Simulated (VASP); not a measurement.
Set up this calculation in VASP 6.6.1, as the native input.

| Property | Result |
| --- | --- |
| Task | single point |
| Functional | r2SCAN |
| Potentials or basis | VASP PAW PBE potentials, release 64 (Mg_sv, O) |
| Cutoff | 660 eV |
| k mesh | 12 × 12 × 6 |
| Occupations | gaussian, width 0.05 eV |
| Spin | no spin polarisation |
| Dipole correction | no |
| Further INCAR settings | ALGO = Normal; EDIFF = 1e-06; NBANDS = 24 |

Crystal: MgO.

```xyz
4
Lattice="3.4841 0.0000 0.0000 -1.7421 3.0173 0.0000 0.0000 0.0000 4.1857" Properties=species:S:1:pos:R:3 pbc="T T T"
Mg    1.7421    1.0058    3.1393
Mg    0.0000    2.0115    1.0464
O     1.7421    1.0058    1.0464
O     0.0000    2.0115    3.1393
```

The input as run:

POSCAR

```
MgO
1.0
    3.4841042127      0.0000000000      0.0000000000
   -1.7420521064      3.0173227576      0.0000000000
    0.0000000000      0.0000000000      4.1856875957
Mg O
2 2
Direct
    0.6666666667      0.3333333333      0.7500000000
    0.3333333333      0.6666666667      0.2500000000
    0.6666666667      0.3333333333      0.2500000000
    0.3333333333      0.6666666667      0.7500000000
```

INCAR.step1

```
SYSTEM = MgO
PREC     = Accurate       ! precision mode
ENCUT    = 660            ! plane-wave cutoff, eV
ISMEAR   = 0              ! smearing method
SIGMA    = 0.05           ! smearing width, eV
LREAL    = .FALSE.        ! projectors in reciprocal space
LASPH    = .TRUE.         ! aspherical terms in the spheres
NELM     = 120            ! most SCF steps
NBANDS   = 24             ! bands
GGA      = PE             ! functional
ALGO     = Normal         ! electronic algorithm
EDIFF    = 1E-5           ! SCF threshold, eV
LWAVE    = .TRUE.         ! write WAVECAR
LCHARG   = .FALSE.        ! write CHGCAR
GGA_COMPAT= .FALSE.
```

INCAR.step2

```
SYSTEM = MgO
PREC     = Accurate       ! precision mode
ENCUT    = 660            ! plane-wave cutoff, eV
EDIFF    = 1E-6           ! SCF threshold, eV
ISMEAR   = 0              ! smearing method
SIGMA    = 0.05           ! smearing width, eV
LREAL    = .FALSE.        ! projectors in reciprocal space
LASPH    = .TRUE.         ! aspherical terms in the spheres
NELM     = 120            ! most SCF steps
ALGO     = Normal         ! electronic algorithm
ISIF     = 2              ! what is computed and relaxed
LWAVE    = .FALSE.        ! write WAVECAR
LCHARG   = .FALSE.        ! write CHGCAR
METAGGA  = R2SCAN         ! meta-GGA
LMIXTAU  = .TRUE.       
NBANDS   = 24             ! bands
ISTART   = 1            
GGA_COMPAT= .FALSE.
```

KPOINTS

```
Automatic mesh
0
G
  12 12 6
  0 0 0
```

Potentials or basis: VASP PAW PBE potentials, release 64 (Mg_sv, O).

Launch:

```console
$ cat potpaw_PBE.64/Mg_sv/POTCAR potpaw_PBE.64/O/POTCAR > POTCAR
$ cp INCAR.step1 INCAR
$ mpirun -np 1 vasp_std > vasp.out
$ cp INCAR.step2 INCAR
$ mpirun -np 1 vasp_std > vasp.out
```

Results of the run:

```json
{
 "Pressure": "-0.3 GPa",
 "Band gap on the k mesh": "4.11 eV"
}
```

Caveat: the PAW data sets were made with another functional, which shifts forces and pressure a little.

It took 2.8 min on 1 thread of Intel(R) Xeon(R) 6975P-C (Granite Rapids), on a shared host, peak memory 0.23 GiB.
